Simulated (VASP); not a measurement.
# F (C2/c) in VASP: notebook, part 2 of 2

VASP 6.6.1.

## Step 5: Single point, PBE

Input file INCAR:

```
SYSTEM = F
PREC     = Accurate       ! precision mode
ENCUT    = 520            ! plane-wave cutoff, eV
EDIFF    = 1E-6           ! SCF threshold, eV
ISMEAR   = 0              ! smearing method
SIGMA    = 0.02           ! smearing width, eV
LREAL    = .FALSE.        ! projectors in reciprocal space
LASPH    = .TRUE.         ! aspherical terms in the spheres
NELM     = 60             ! most SCF steps
ALGO     = Normal         ! electronic algorithm
ISIF     = 2              ! what is computed and relaxed
LWAVE    = .FALSE.        ! write WAVECAR
LCHARG   = .FALSE.        ! write CHGCAR
GGA      = PE             ! functional
NBANDS   = 22             ! bands
```

Input file KPOINTS:

```
regular mesh
0
G
  4 4 2
  0 0 0
```

Input file POSCAR:

```
F
1.0
    2.7500000000     -1.6400000000      0.0000000000
    2.7500000000      1.6400000000      0.0000000000
   -1.5347200000      0.0000000000      7.1163900000
F
4
Direct
    0.9680000000      0.6020000000      0.0997000000
    0.3980000000      0.0320000000      0.4003000000
    0.0320000000      0.3980000000      0.9003000000
    0.6020000000      0.9680000000      0.5997000000
```

Potentials or basis: VASP PAW PBE potentials, release 64 (F).

Command:

```console
> cat potpaw_PBE.64/F/POTCAR > POTCAR
> mpirun -np 1 vasp_std > vasp.out
```

OUTCAR:

```text
SYSTEM = F
   PREC = Accurate
   ENCUT = 520
   EDIFF = 1E-6
   ISMEAR = 0
   LREAL = .FALSE.
   LASPH = .TRUE.
   NELM = 60
   ISIF = 2
   GGA = PE

 ion  position               nearest neighbor table
   1  0.968  0.602  0.100-   3 1.49
   2  0.398  0.032  0.400-   4 1.49
   3  0.032  0.398  0.900-   1 1.49
   4  0.602  0.968  0.600-   2 1.49

  LATTYP: Found a base centered monoclinic cell.
 ALAT       =     5.5000000000
 B/A-ratio  =     0.5963636364
 C/A-ratio  =     1.3236360154
 COS(beta)  =    -0.2108132423

  Lattice vectors:

 A1 = (   2.7500000000,  -1.6400000000,   0.0000000000)
 A2 = (   2.7500000000,   1.6400000000,   0.0000000000)
 A3 = (  -1.5347200000,   0.0000000000,   7.1163900000)

Analysis of symmetry for initial positions (statically):
=====================================================================
 Subroutine PRICEL returns:
 Original cell was already a primitive cell.

 Routine SETGRP: Setting up the symmetry group for a
 base centered monoclinic supercell.

 Subroutine GETGRP returns: Found  4 space group operations
 (whereof  2 operations were pure point group operations)
 out of a pool of  4 trial point group operations.

The static configuration has the point symmetry S_2 .
 The point group associated with its full space group is C_2h.

Analysis of symmetry for dynamics (positions and initial velocities):
=====================================================================
 Subroutine PRICEL returns:
 Original cell was already a primitive cell.

 Routine SETGRP: Setting up the symmetry group for a
 base centered monoclinic supercell.

 Subroutine GETGRP returns: Found  4 space group operations
 (whereof  2 operations were pure point group operations)
 out of a pool of  4 trial point group operations.

The dynamic configuration has the point symmetry S_2 .
 The point group associated with its full space group is C_2h.

 Subroutine INISYM returns: Found  4 space group operations
 (whereof  2 operations are pure point group operations),
 and found     1 'primitive' translations

----------------------------------------------------------------------------------------

                                     Primitive cell

  volume of cell :      64.1898

  direct lattice vectors                    reciprocal lattice vectors
     2.750000000 -1.640000000  0.000000000     0.181818182 -0.304878049  0.039210892
     2.750000000  1.640000000  0.000000000     0.181818182  0.304878049  0.039210892
    -1.534720000  0.000000000  7.116390000     0.000000000  0.000000000  0.140520685

  length of vectors
     3.201890067  3.201890067  7.279998085     0.357135786  0.357135786  0.140520685

  position of ions in fractional coordinates (direct lattice)
     0.968000000  0.602000000  0.099700000
     0.398000000  0.032000000  0.400300000
     0.032000000  0.398000000  0.900300000
     0.602000000  0.968000000  0.599700000

  ion indices of the primitive-cell ions
   primitive index   ion index
                 1           1
                 2           2
                 3           3
                 4           4

[... 24 lines left out ...]
 Found     14 irreducible k-points:

 Following reciprocal coordinates:
            Coordinates               Weight
  0.000000  0.000000  0.000000      1.000000
  0.250000  0.000000  0.000000      4.000000
  0.500000  0.000000  0.000000      2.000000
  0.250000  0.250000  0.000000      2.000000
  0.500000  0.250000  0.000000      4.000000
 -0.250000  0.250000  0.000000      2.000000
  0.500000  0.500000  0.000000      1.000000
  0.000000  0.000000  0.500000      1.000000
  0.250000  0.000000  0.500000      4.000000
  0.500000  0.000000  0.500000      2.000000
  0.250000  0.250000  0.500000      2.000000
  0.500000  0.250000  0.500000      4.000000
 -0.250000  0.250000  0.500000      2.000000
  0.500000  0.500000  0.500000      1.000000
   k-points           NKPTS =     14   k-points in BZ     NKDIM =     14   number of bands    NBANDS=     22
   number of dos      NEDOS =    301   number of ions     NIONS =      4
   total plane-waves  NPLWV =  31104
   dimension x,y,z NGX =    24 NGY =   24 NGZ =   54
   dimension x,y,z NGXF=    48 NGYF=   48 NGZF=  108
   ions per type =               4
   NGX,Y,Z   is equivalent  to a cutoff of  12.46, 12.46, 12.33 a.u.
   NGXF,Y,Z  is equivalent  to a cutoff of  24.92, 24.92, 24.66 a.u.
 SYSTEM =  F
   PREC   = accura    normal or accurate (medium, high low for compatibility)
   ISTART =      0    job   : 0-new  1-cont  2-samecut
   ICHARG =      2    charge: 1-file 2-atom 10-const
   ISPIN  =      1    spin polarized calculation?
   LNONCOLLINEAR =      F non collinear calculations
   LSORBIT =      F    spin-orbit coupling
   LASPH  =      T    aspherical Exc in radial PAW
   ENCUT  =  520.0 eV  38.22 Ry    6.18 a.u.   5.95  5.95 13.54*2*pi/ulx,y,z
   NELM   =     60;   NELMIN=  2; NELMDL= -5     # of ELM steps
   EDIFF  = 0.1E-05   stopping-criterion for ELM
   LREAL  =      F    real-space projection
   EDIFFG = 0.1E-04   stopping-criterion for IOM
   NSW    =      0    number of steps for IOM
   IBRION =     -1    ionic relax: 0-MD 1-quasi-New 2-CG
   NFREE  =      0    steps in history (QN), initial steepest desc. (CG)
   ISIF   =      2    stress and relaxation
   ISYM   =      2    0-nonsym 1-usesym 2-fastsym
   POTIM  = 0.5000    time-step for ionic-motion
   TEBEG  =    0.0;   TEEND  =   0.0 temperature during run
   PSTRESS=    0.0 pullay stress
   NELECT =      28.0000    total number of electrons
   NUPDOWN=      -1.0000    fix difference up-down
   EMIN   =  10.00;   EMAX   =-10.00  energy-range for DOS
   EFERMI =   0.00;   METHOD = LEGACY
   ISMEAR =     0;   SIGMA  =   0.02  broadening in eV -4-tet -1-fermi 0-gaus
   EFERMI_NEDOS =   21; number of points for ismear=-14 and -15
   IALGO  =     38    algorithm
   IMIX   =      4    mixing-type and parameters
     AMIX     =   0.40;   BMIX     =  1.00
     AMIX_MAG =   1.60;   BMIX_MAG =  1.00
  volume/ion in A,a.u.               =      16.05       108.29
  Fermi-wavevector in a.u.,A,eV,Ry     =   1.241572  2.346232 20.973411  1.541502
  Thomas-Fermi vector in A             =   2.375964
   LORBIT       =      0    0 simple, 1 ext, 2 COOP (PROOUT), +10 PAW based schemes
   GGA     = PE    functional components
   LHFCALC =     F    Hartree Fock is set to
   AEXX    =    0.0000 exact exchange contribution
   IVDW    =     0    specifies the selected vdW correction
   LEPSILON=     F    determine dielectric tensor
   LRPA    =     F    only Hartree local field effects (RPA)
 non-spin polarized calculation
 Gauss-broadening in eV      SIGMA  =   0.02
  energy-cutoff  :      520.00
  volume of cell :       64.19
 maximum number of plane-waves:      1744
   NGX = 11   NGY = 11   NGZ = 27

 number of electron      28.0000004 magnetization

 Free energy of the ion-electron system (eV)
  ---------------------------------------------------
  ext. energy  EPLUGINS =         0.00000000
  ---------------------------------------------------
  free energy    TOTEN  =        -7.18243988 eV

  energy without entropy =       -7.18243988  energy(sigma->0) =       -7.18243988

 E-fermi :  -5.2323     XC(G=0):  -7.6629

 val. band max:       -5.3984297967   @ k =   0.0000   0.0000   0.0000
 cond. band min:      -3.4737095891   @ k =   0.0000   0.0000   0.0000
 fundamental gap:      1.9247202075
 Fermi energy:        -5.2322523731

 k-point     1 :       0.0000    0.0000    0.0000
  band No.  band energies     occupation
      1     -29.2955      2.00000
      2     -29.1699      2.00000
      3     -24.3437      2.00000
      4     -24.0268      2.00000
      5     -11.5016      2.00000
      6     -10.7103      2.00000
[... 339 lines left out ...]
     21      11.7734      0.00000
     22      11.7734      0.00000

------------------------ aborting loop because EDIFF is reached ----------------------------------------

  FORCE on cell =-STRESS in cart. coord.  units (eV):
  Direction    XX          YY          ZZ          XY          YZ          ZX
  --------------------------------------------------------------------------------------
  -------------------------------------------------------------------------------------
  Total        0.1108490     -0.3594286     -4.6011574      0.0000000      0.0000000     -0.2415061
  in kB        2.7667891     -8.9713325   -114.8448167      0.0000000      0.0000000     -6.0279894
  external PRESSURE =     -40.3497867 kB  Pullay stress =       0.0000000 kB

 VOLUME and BASIS-vectors are now :
 -----------------------------------------------------------------------------
  energy-cutoff  :      520.00
  volume of cell :       64.19
      direct lattice vectors                 reciprocal lattice vectors
     2.750000000 -1.640000000  0.000000000     0.181818182 -0.304878049  0.039210892
     2.750000000  1.640000000  0.000000000     0.181818182  0.304878049  0.039210892
    -1.534720000  0.000000000  7.116390000     0.000000000  0.000000000  0.140520685

 POSITION                                       TOTAL-FORCE (eV/Angst)
 -----------------------------------------------------------------------------------
      4.16449     -0.60024      0.70950        -0.114267     -0.499962     -1.584010
      0.56815     -0.60024      2.84869         0.114267     -0.499962      1.584010
     -0.19921      0.60024      6.40689         0.114267      0.499962      1.584010
      3.39713      0.60024      4.26770        -0.114267      0.499962     -1.584010
 -----------------------------------------------------------------------------------
    total drift:                                0.000000      0.000000      0.000000

  FREE ENERGIE OF THE ION-ELECTRON SYSTEM (eV)
  ---------------------------------------------------
  free  energy   TOTEN  =        -7.1824398770 eV

  energy  without entropy=       -7.1824398770  energy(sigma->0) =       -7.18243988
```

Wall time 8.2 s (1 thread of Intel Xeon Platinum 8488C (Sapphire Rapids), shared host); peak memory 0.16 GiB.

What came out:

```yaml
Free_energy: -7.1824 eV
Pressure: -4.0 GPa
Largest_force: 1.665 eV/Å
Band_gap_on_the_k_mesh: 1.92 eV
```

Forces in eV/Å, atoms in the order of the input:
```
F   -0.114 -0.500 -1.584
F    0.114 -0.500  1.584
F    0.114  0.500  1.584
F   -0.114  0.500 -1.584
```

Levels at points of the mesh, in eV from the valence-band top:
```csv
k point,band 10,band 11,band 12,band 13,band 14,band 15,band 16,band 17,band 18,band 19
"(0.00, 0.00, 0.00)",-2.59,-0.27,-0.18,-0.11,0.00,1.92,2.89,9.41,11.68,12.64
"(0.50, 0.00, 0.00)",-2.83,-0.54,-0.53,-0.19,-0.14,2.52,2.52,13.92,14.15,15.69
"(0.50, 0.50, 0.00)",-2.74,-0.70,-0.43,-0.40,-0.10,2.40,2.62,14.24,14.67,14.79
"(0.00, 0.00, 0.50)",-2.65,-0.21,-0.21,-0.08,-0.08,2.41,2.41,10.20,10.20,15.06
"(0.50, 0.00, 0.50)",-2.71,-0.65,-0.36,-0.30,0.00,2.33,2.65,14.21,14.29,14.72
"(0.50, 0.50, 0.50)",-2.87,-0.58,-0.58,-0.28,-0.28,2.53,2.53,14.21,14.21,15.78
```

Caveat: the k points lie up to 0.56 Å⁻¹ apart; forces of over 1 eV/Å act on the atoms, so gaps and moduli don't describe the material at rest.

## Step 6: Single point, PBE

Input file INCAR:

```
SYSTEM = F
PREC = Accurate ; ENCUT = 520
EDIFF = 1E-6 ; ISMEAR = 0
SIGMA = 0.02 ; LREAL = .FALSE.
LASPH = .TRUE. ; NELM = 60
ALGO = Normal ; ISIF = 2
LWAVE = .FALSE. ; LCHARG = .FALSE.
GGA = PE ; NBANDS = 22
```

Input file KPOINTS:

```
Automatic mesh
0
G
  6 6 2
  0 0 0
```

POSCAR is that of step 5.

Potentials or basis: VASP PAW PBE potentials, release 64 (F).

Command:

```console
> cat potpaw_PBE.64/F/POTCAR > POTCAR
> mpirun -np 1 vasp_std > vasp.out
```

It took 13 s on 1 thread of Intel Xeon Platinum 8488C (Sapphire Rapids), shared host; peak memory 0.17 GiB.

The run converged. Its results:

- Free energy: -7.1824 eV
- Pressure: -4.0 GPa
- Largest force: 1.665 eV/Å
- Band gap on the k mesh: 1.92 eV

Forces in eV/Å, atoms in the order of the input:
```
F   -0.114 -0.500 -1.584
F    0.114 -0.500  1.584
F    0.114  0.500  1.584
F   -0.114  0.500 -1.584
```

Stress tensor (GPa, compression positive):
```
  0.27   0.00  -0.61
  0.00  -0.90   0.00
 -0.61   0.00 -11.49
```

Levels at points of the mesh, in eV from the valence-band top:
```
           k point  band 11  band 12  band 13  band 14  band 15  band 16  band 17  band 18
(0.00, 0.00, 0.00)    -0.27    -0.18    -0.11     0.00     1.92     2.89     9.41    11.68
(0.50, 0.00, 0.00)    -0.54    -0.53    -0.19    -0.14     2.52     2.52    13.92    14.15
(0.50, 0.50, 0.00)    -0.70    -0.43    -0.40    -0.10     2.40     2.62    14.24    14.67
(0.00, 0.00, 0.50)    -0.21    -0.21    -0.08    -0.08     2.41     2.41    10.20    10.20
(0.50, 0.00, 0.50)    -0.65    -0.36    -0.30     0.00     2.33     2.65    14.21    14.29
(0.50, 0.50, 0.50)    -0.58    -0.58    -0.28    -0.28     2.53     2.53    14.21    14.21
```

Caveat: the k points lie up to 0.44 Å⁻¹ apart; forces of over 1 eV/Å act on the atoms, so gaps and moduli don't describe the material at rest.

## Step 7: Summary

```tsv
k mesh	gap on the mesh (eV)	pressure (GPa)	largest force (eV/Å)
1 × 1 × 1	-	14.5	2.71
2 × 2 × 1	1.92	-3.6	1.71
4 × 4 × 1	1.93	-4.1	1.64
4 × 4 × 2	1.92	-4.0	1.66
6 × 6 × 2	1.92	-4.0	1.66
```

Alike in all rows: task single point; level PBE; potentials or basis VASP PAW PBE potentials, release 64 (F); no spin polarisation; cell as given; cutoff (eV) 520; smearing gaussian 0.02 eV.

Caveats: all runs use coarse meshes; forces of over 1 eV/Å act on the atoms, so gaps and moduli don't describe the material at rest; an odd mesh through Γ misses points on the zone boundary, where band edges can lie (at least some runs).

Total energies depend on the potentials used, so only differences within one code and one set of settings carry meaning.
